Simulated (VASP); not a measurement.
**Pt: single point with PBE**

Pt:

```
Pt
1.0
     0.00000    1.96090    1.96090
     1.96090    0.00000    1.96090
     1.96090    1.96090    0.00000
Pt
1
Direct
  0.00000 0.00000 0.00000
```

```yaml
Program: VASP 6.6.1
Task: single point
Functional: PBE
Potentials_or_basis: VASP PAW PBE potentials, release 64 (Pt)
Cutoff: 500 eV
k_mesh: 7 × 7 × 7
Occupations: methfessel-paxton, width 0.1 eV
Spin: no spin polarisation
```

| Quantity | Value |
| --- | --- |
| Pressure | 11.1 GPa |
| Band gap on the k mesh | zero (band 5 reaches 11.57 eV, above the bottom of band 6 at 9.56 eV) |

Levels at points of the mesh, in eV from the Fermi level:
```
           k point  band 3  band 4  band 5  band 6  band 7  band 8
(0.00, 0.00, 0.00)   -3.89   -3.89   -1.72   -1.72   14.50   19.48
```

Wall time 7.8 s on 1 thread of Intel Xeon 8259CL (shared host), peak memory 0.12 GiB.

Caveat: the k points lie up to 0.40 Å⁻¹ apart; spin-orbit coupling is left out, which moves the levels of the heavy elements.
